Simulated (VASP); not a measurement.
Here is a VASP 6.6.1 calculation.

File INCAR:

```
SYSTEM = H
PREC = Accurate
ENCUT = 520
EDIFF = 1E-6
ISMEAR = 0
SIGMA = 0.05
LREAL = .FALSE.
LASPH = .TRUE.
NELM = 60
ALGO = Normal
ISIF = 2
LWAVE = .FALSE.
LCHARG = .FALSE.
GGA = PE
NBANDS = 8
```

File KPOINTS:

```
Automatic mesh
0
G
  8 8 8
  0 0 0
```

Contents of POSCAR:

```
H
1.0
   -1.8641419760      1.8641419760      2.2855640979
    1.8641419760     -1.8641419760      2.2855640979
    1.8455932996      1.8455932996     -2.2855640979
H
2
Direct
    0.9178910720      0.9178910720      0.0000000000
    0.0821089280      0.0821089280      0.0000000000
```

Potentials or basis: VASP PAW PBE potentials, release 64 (H).

Run with:

```sh
$ cat potpaw_PBE.64/H/POTCAR > POTCAR
$ mpirun -np 1 vasp_std > vasp.out
```

What does it give for the largest force?

0.009 eV/Å.

What does it give for the band gap on the k mesh?

9.28 eV, indirect (least direct gap 9.75 eV).

What does it give for the pressure?

-0.1 GPa.

Forces on the atoms (eV/Å):
```
H    0.000  0.000  0.009
H    0.000  0.000 -0.009
```

Caveat: the cell differs from its parent crystal (strain -0.0100 x Voigt [0, 0, 0, 0, 0, 1]). A k mesh can miss the band edges.
